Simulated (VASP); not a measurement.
A run of VASP 6.6.1 is set up as follows.

The input INCAR:

```
PREC     = Accurate       # precision mode
ENCUT    = 520            # plane-wave cutoff, eV
EDIFF    = 1E-6           # SCF threshold, eV
ISMEAR   = 0              # smearing method
SIGMA    = 0.05           # smearing width, eV
LREAL    = F              # projectors in reciprocal space
LASPH    = T              # aspherical terms in the spheres
NELM     = 80             # most SCF steps
ALGO     = Normal         # electronic algorithm
ISIF     = 2              # what is computed and relaxed
LWAVE    = F              # write WAVECAR
LCHARG   = F              # write CHGCAR
LDIPOL   = T            
IDIPOL   = 3            
DIPOL    = 0.5 0.5 0.501
GGA      = CA             # functional
NBANDS   = 16             # bands
```

File KPOINTS:

```
regular mesh
0
Gamma
  9 9 1
```

Contents of POSCAR:

```
Si
1.0
    3.8195065206      0.0000000000      0.0000000000
   -1.9097532603      3.3077896768      0.0000000000
    0.0000000000      0.0000000000     17.8982675186
Si
4
Direct
    0.3333333333      0.6666666667      0.3910993057
    0.0000000000      0.0000000000      0.4346595834
    0.0000000000      0.0000000000      0.5718937890
    0.6666666667      0.3333333333      0.6077286781
```

Potentials or basis: VASP PAW LDA potentials, release 64 (Si).

Command:

```bash
$ cat potpaw_LDA.64/Si/POTCAR > POTCAR
$ mpirun -np 1 vasp_std > vasp.out
```

(1) What does it give for the largest force?

Answers

(1) 0.624 eV/Å.
